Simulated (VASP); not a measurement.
# Si62C (a cell with a defect) in VASP: single point with PBEsol

Aim: the single point of Si62C (a cell with a defect) with PBEsol.

Everything below comes from runs of VASP 6.6.1. Logs are shortened: lines on timing, memory, paths and dates and some standing lists are left out, and cuts for length are marked.

### Step 1. The cell of the first run

The cell holds a defect, 63 atoms: a = 10.860 Å, b = 10.860 Å, c = 10.860 Å, α = 90.00°, β = 90.00°, γ = 90.00°.

### Step 2. Single point, PBEsol

INCAR reads:

```
ALGO = Normal
EDIFF = 1E-6
ENCUT = 520
GGA = PS
ISIF = 2
ISMEAR = 0
LASPH = T
LCHARG = F
LREAL = Auto
LWAVE = F
NBANDS = 163
NELM = 60
PREC = Accurate
SIGMA = 0.02
```

KPOINTS reads:

```
k-points
0
Gamma
  1 1 1
```

POSCAR reads:

```
Si62C
1.0
   10.8600000000      0.0000000000      0.0000000000
    0.0000000000     10.8600000000      0.0000000000
    0.0000000000      0.0000000000     10.8600000000
Si C
62 1
Direct
    0.4991922313      0.0002951097      0.0004410154
    0.6149847039      0.1239405834      0.1346476882
    0.7450386173      0.2462662950      0.0055772851
    0.8730362162      0.3745478003      0.1253303082
    0.7433817770     -0.0005207888      0.2565555036
    0.8735602170      0.1251731447      0.3746760266
   -0.0011825989      0.0007066111     -0.0008064300
    0.1252438933      0.1254536864      0.1254640993
    0.2483086831      0.2512124840     -0.0006195857
    0.3740751583      0.3742984661      0.1254593194
    0.4988686083      0.5007139788     -0.0007677378
    0.6251323410      0.6243906515      0.1297378790
    0.7515635615      0.7479665454      0.0053753779
    0.8751502886      0.8744463382      0.1296593367
    0.2615570244      0.0267815207      0.2619401323
    0.4727371413      0.2379390239      0.2619102192
    0.6149146618      0.3653258727      0.3758548712
    0.7450898026      0.4943469783      0.2536384177
    0.8738590721      0.6257196542      0.3734019854
    0.6228306332      0.1083379623      0.6228386548
    0.7434524288      0.2435003345      0.5002361495
    0.8752176628      0.3702033964      0.6254120289
    0.7511228526     -0.0058117191      0.7514491454
    0.8738750427      0.1265661621      0.8742479708
   -0.0008011694      0.5003105048     -0.0003716495
    0.1249815135      0.6264447475      0.1253465348
    0.2532424296      0.7544603316      0.0055695372
    0.3755210900      0.8845291535      0.1346595801
   -0.0007481629      0.2512241866      0.2485632624
    0.1251646850      0.3744102161      0.3744009819
    0.2483980381      0.5003461016      0.2486177064
    0.3744607101      0.6260311621      0.3746730165
    0.5001294927      0.7562697218      0.2565668746
    0.6223585877      0.8772787535      0.3919692192
   -0.0000180827      0.0002830621      0.4996215512
    0.1342710928      0.1239776921      0.6153080205
    0.2615129495      0.2379894038      0.4730613642
    0.3754809609      0.3652067429      0.6153462615
    0.4991931277      0.4994836322      0.4996382595
    0.6271361614      0.6190104385      0.6274244132
    0.7509668386      0.7485250111      0.5056630267
    0.8804095508      0.8723852764      0.6274597625
    0.2561853245     -0.0005306780      0.7436683166
    0.3744344168      0.1251428225      0.8737747290
    0.5001059185      0.2433388430      0.7436146871
    0.6251143137      0.3701980171      0.8755369115
    0.7516658591      0.4944367620      0.7519668601
    0.8750136666      0.6245663724      0.8753688393
    0.0052032038      0.7544660249      0.2535429484
    0.1341878184      0.8845938247      0.3758606881
   -0.0011726851      0.5007536108      0.4991782857
    0.1293644200      0.6243192167      0.6254581257
    0.2560515368      0.7560638800      0.5002572960
    0.3911019685      0.8766456881      0.6229620434
    0.0052358040      0.2462729233      0.7453678666
    0.1249148973      0.3746032689      0.8733759025
    0.2533013125      0.4943200228      0.7454603496
    0.3730360567      0.6256745625      0.8742893132
    0.5053901841      0.7483963337      0.7513960569
    0.6270034654      0.8725110303      0.8807960644
    0.0051089122      0.7479120053      0.7519392092
    0.1293213259      0.8744322052      0.8755390795
    0.3376319465      0.1619215338      0.3379686431
```

Potentials or basis: VASP PAW PBE potentials, release 64 (Si, C).

On the command line:

```bash
$ cat potpaw_PBE.64/Si/POTCAR potpaw_PBE.64/C/POTCAR > POTCAR
$ mpirun -np 1 vasp_gam > vasp.out
```

OUTCAR:

```text
EDIFF = 1E-6
   ENCUT = 520
   GGA = PS
   ISIF = 2
   ISMEAR = 0
   LASPH = T
   LREAL = Auto
   NELM = 60
   PREC = Accurate

 ion  position               nearest neighbor table
   1  0.499  0.000  0.000-   2 2.35  28 2.35  60 2.35  44 2.36
   2  0.615  0.124  0.135-   1 2.35   5 2.35   3 2.39  16 2.41
   3  0.745  0.246  0.006-  46 2.35   4 2.36  24 2.38   2 2.39
   4  0.873  0.375  0.125-  29 2.34   3 2.36  18 2.36  25 2.37
   5  0.743  0.999  0.257-   6 2.35   2 2.35  34 2.38  14 2.41
   6  0.874  0.125  0.375-  21 2.35   5 2.35  35 2.36  29 2.37
[... 45 lines left out ...]
  52  0.129  0.624  0.625-  57 2.35  61 2.35  51 2.39  53 2.41
  53  0.256  0.756  0.500-  32 2.35  50 2.35  54 2.38  52 2.41
  54  0.391  0.877  0.623-  59 2.33  53 2.38  43 2.38
  55  0.005  0.246  0.745-  22 2.35  56 2.36  24 2.38  36 2.39
  56  0.125  0.375  0.873-   9 2.34  57 2.36  55 2.36  25 2.37
  57  0.253  0.494  0.745-  52 2.35  56 2.36  58 2.38  38 2.39
  58  0.373  0.626  0.874-  11 2.36  59 2.37  27 2.38  57 2.38
  59  0.505  0.748  0.751-  54 2.33  40 2.35  60 2.35  58 2.37
  60  0.627  0.873  0.881-  13 2.34  59 2.35  23 2.35   1 2.35
  61  0.005  0.748  0.752-  42 2.34  52 2.35  62 2.35  48 2.36
  62  0.129  0.874  0.876-  27 2.35  61 2.35   7 2.39  43 2.41
  63  0.338  0.162  0.338-  16 1.88  37 1.88  15 1.88

  LATTYP: Found a simple cubic cell.
 ALAT       =    10.8600000000

  Lattice vectors:

 A1 = (  10.8600000000,   0.0000000000,   0.0000000000)
 A2 = (   0.0000000000,  10.8600000000,   0.0000000000)
 A3 = (   0.0000000000,   0.0000000000,  10.8600000000)

Analysis of symmetry for initial positions (statically):
=====================================================================
 Subroutine PRICEL returns:
 Original cell was already a primitive cell.

 Routine SETGRP: Setting up the symmetry group for a
 simple cubic supercell.

 Subroutine GETGRP returns: Found  1 space group operations
 (whereof  1 operations were pure point group operations)
 out of a pool of 48 trial point group operations.

The static configuration has the point symmetry C_1 .

Analysis of symmetry for dynamics (positions and initial velocities):
=====================================================================
 Subroutine PRICEL returns:
 Original cell was already a primitive cell.

 Routine SETGRP: Setting up the symmetry group for a
 simple cubic supercell.

 Subroutine GETGRP returns: Found  1 space group operations
 (whereof  1 operations were pure point group operations)
 out of a pool of 48 trial point group operations.
[... 205 lines left out ...]
   ISIF   =      2    stress and relaxation
   ISYM   =      2    0-nonsym 1-usesym 2-fastsym
   POTIM  = 0.5000    time-step for ionic-motion
   TEBEG  =    0.0;   TEEND  =   0.0 temperature during run
   PSTRESS=    0.0 pullay stress
   NELECT =     252.0000    total number of electrons
   NUPDOWN=      -1.0000    fix difference up-down
   EMIN   =  10.00;   EMAX   =-10.00  energy-range for DOS
   EFERMI =   0.00;   METHOD = LEGACY
   ISMEAR =     0;   SIGMA  =   0.02  broadening in eV -4-tet -1-fermi 0-gaus
   EFERMI_NEDOS =   21; number of points for ismear=-14 and -15
   IALGO  =     38    algorithm
   IMIX   =      4    mixing-type and parameters
     AMIX     =   0.40;   BMIX     =  1.00
     AMIX_MAG =   1.60;   BMIX_MAG =  1.00
  volume/ion in A,a.u.               =      20.33       137.20
  Fermi-wavevector in a.u.,A,eV,Ry     =   0.952164  1.799329 12.335269  0.906617
  Thomas-Fermi vector in A             =   2.080702
   LORBIT       =      0    0 simple, 1 ext, 2 COOP (PROOUT), +10 PAW based schemes
   GGA     = PS    functional components
   LHFCALC =     F    Hartree Fock is set to
   AEXX    =    0.0000 exact exchange contribution
   IVDW    =     0    specifies the selected vdW correction
   LEPSILON=     F    determine dielectric tensor
   LRPA    =     F    only Hartree local field effects (RPA)
 non-spin polarized calculation
 Gauss-broadening in eV      SIGMA  =   0.02
  energy-cutoff  :      520.00
  volume of cell :     1280.82
 maximum number of plane-waves:     17229
 NGX is ok and might be reduce to    84
   NGX = 41   NGY = 41   NGZ = 41

 number of electron     251.9999987 magnetization

 Free energy of the ion-electron system (eV)
  ---------------------------------------------------
  ext. energy  EPLUGINS =         0.00000000
  ---------------------------------------------------
  free energy    TOTEN  =      -355.29548374 eV

  energy without entropy =     -355.29548374  energy(sigma->0) =     -355.29548374

 E-fermi :   5.9280     XC(G=0):  -9.4520

 val. band max:        5.8326557353   @ k =   0.0000   0.0000   0.0000
 cond. band min:       6.1045492875   @ k =   0.0000   0.0000   0.0000
 fundamental gap:      0.2718935522
 Fermi energy:         5.9279984163

 k-point     1 :       0.0000    0.0000    0.0000
  band No.  band energies     occupation
      1      -6.6917      2.00000
      2      -6.1187      2.00000
      3      -5.2633      2.00000
      4      -5.2630      2.00000
      5      -5.2443      2.00000
      6      -5.2436      2.00000
[... 130 lines left out ...]
    137       6.6531      0.00000
    138       6.8090      0.00000
 [bands above 138 left out]

------------------------ aborting loop because EDIFF is reached ----------------------------------------

  FORCE on cell =-STRESS in cart. coord.  units (eV):
  Direction    XX          YY          ZZ          XY          YZ          ZX
  --------------------------------------------------------------------------------------
  -------------------------------------------------------------------------------------
  Total       -7.2276681     -7.2454495     -7.3210917     -8.4187769     -8.4132386      8.4216958
  in kB       -9.0410591     -9.0633018     -9.1579223    -10.5310121    -10.5240841     10.5346633
  external PRESSURE =      -9.0874277 kB  Pullay stress =       0.0000000 kB

 VOLUME and BASIS-vectors are now :
 -----------------------------------------------------------------------------
  energy-cutoff  :      520.00
  volume of cell :     1280.82
      direct lattice vectors                 reciprocal lattice vectors
    10.860000000  0.000000000  0.000000000     0.092081031  0.000000000  0.000000000
     0.000000000 10.860000000  0.000000000     0.000000000  0.092081031  0.000000000
     0.000000000  0.000000000 10.860000000     0.000000000  0.000000000  0.092081031

 POSITION                                       TOTAL-FORCE (eV/Angst)
 -----------------------------------------------------------------------------------
      5.42123      0.00320      0.00479        -0.003466      0.001319     -0.008536
      6.67873      1.34599      1.46227         0.000169      0.001888      0.001932
      8.09112      2.67445      0.06057         0.002289      0.000497      0.006276
      9.48117      4.06759      1.36109         0.000937      0.003472     -0.002234
      8.07313     10.85434      2.78619        -0.001971     -0.004978     -0.005332
      9.48686      1.35938      4.06898         0.001735      0.002671     -0.002564
[... 55 lines left out ...]
      1.40443      9.49633      9.50835        -0.000342      0.003916      0.004211
      3.66668      1.75847      3.67034        -0.001647     -0.001290      0.005177
 -----------------------------------------------------------------------------------
    total drift:                                0.000373      0.005780     -0.008380

  FREE ENERGIE OF THE ION-ELECTRON SYSTEM (eV)
  ---------------------------------------------------
  free  energy   TOTEN  =      -355.2954837428 eV

  energy  without entropy=     -355.2954837428  energy(sigma->0) =     -355.29548374
```

It took 9.8 min on 1 thread of Intel Xeon 8259CL, shared host; peak memory 1 GiB.

What came out:

* Free energy: -355.2955 eV
* Pressure: -0.9 GPa
* Largest force: 0.025 eV/Å

Forces on the atoms (eV/Å):
```
Si  -0.003  0.001 -0.009
Si   0.000  0.002  0.002
Si   0.002  0.000  0.006
Si   0.001  0.003 -0.002
Si  -0.002 -0.005 -0.005
Si   0.002  0.003 -0.003
Si   0.001  0.001 -0.004
Si  -0.005 -0.005 -0.005
Si  -0.001  0.004  0.004
Si   0.000  0.001 -0.001
Si   0.001  0.001 -0.004
Si  -0.002 -0.002 -0.002
Si   0.000  0.000  0.003
Si   0.002  0.000  0.001
Si  -0.004 -0.021 -0.008
Si   0.022  0.007 -0.009
Si   0.001 -0.001  0.001
Si   0.003 -0.007 -0.002
Si  -0.005  0.006 -0.007
Si  -0.003 -0.010 -0.003
Si   0.001  0.004  0.006
Si   0.004  0.002 -0.001
Si  -0.002 -0.002  0.001
Si  -0.002  0.005 -0.005
Si   0.000 -0.001 -0.002
Si  -0.001  0.001 -0.005
Si   0.000 -0.002  0.008
Si   0.000  0.001  0.002
Si   0.002  0.003  0.002
Si  -0.004  0.005  0.002
Si  -0.005 -0.003 -0.003
Si  -0.005  0.000 -0.001
Si   0.003  0.000 -0.004
Si  -0.005  0.005  0.009
Si  -0.006  0.002 -0.003
Si   0.001 -0.001 -0.002
Si  -0.005  0.003  0.020
Si   0.003  0.003 -0.002
Si  -0.002  0.004 -0.001
Si   0.001 -0.005  0.004
Si   0.003 -0.004  0.002
Si   0.009  0.001  0.000
Si  -0.006 -0.004 -0.001
Si  -0.002  0.001  0.002
Si   0.004  0.006  0.001
Si  -0.004  0.002  0.004
Si   0.001 -0.003  0.000
Si  -0.004  0.005 -0.006
Si   0.006 -0.003  0.004
Si   0.002 -0.001  0.001
Si   0.000  0.000  0.000
Si  -0.002 -0.005 -0.001
Si  -0.006  0.000  0.001
Si   0.008  0.007 -0.005
Si   0.005  0.000  0.005
Si  -0.003  0.003  0.003
Si   0.000 -0.006  0.001
Si  -0.006  0.003 -0.006
Si   0.003 -0.003  0.004
Si   0.004 -0.005  0.006
Si   0.003  0.000  0.000
Si   0.000  0.004  0.004
C   -0.002 -0.001  0.005
```

Stress tensor (GPa, compression positive):
```
-0.90 -1.05  1.05
-1.05 -0.91 -1.05
 1.05 -1.05 -0.92
```

Caveat: the k points lie up to 0.58 Å⁻¹ apart; the PAW data sets were made with another functional, which shifts forces and pressure a little.
